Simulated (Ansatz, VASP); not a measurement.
One calculation of Sb, two programs

```xyz
1
Lattice="3.0960 0.0000 0.0000 0.0000 3.0960 0.0000 0.0000 0.0000 3.0960" Properties=species:S:1:pos:R:3 pbc="T T T"
Sb    0.0000    0.0000    0.0000
```

Change from the starting cell: volume scaled by 0.9405, PAW files.

Alike in both runs: task electric field gradients; functional PBE; k mesh 12 × 12 × 12; occupations fermi-dirac, width 0.08 eV; no spin polarisation.

|  | VASP | Ansatz |
| --- | --- | --- |
| version | VASP 6.6.1 | Ansatz 0.2.0 |
| potentials or method | VASP PAW PBE potentials, release 64 (Sb) | PAW with Ansatz's default frozen-core files, scalar-relativistic |
| plane-wave cutoff (eV) | 400 | 420 |
| valence electrons in the cell | 5 | 15 |

|  | VASP | Ansatz | Ansatz less VASP |
| --- | --- | --- | --- |
| pressure (GPa) | 0.8 | 0.8 | +0.03 |

With one functional, cell and mesh, what is left measures potentials, basis and numerics. VASP's potentials hold 5 valence electrons a cell and Ansatz's 15, so a difference there can come from the potentials and not from the codes.

Spin-orbit coupling is off throughout.
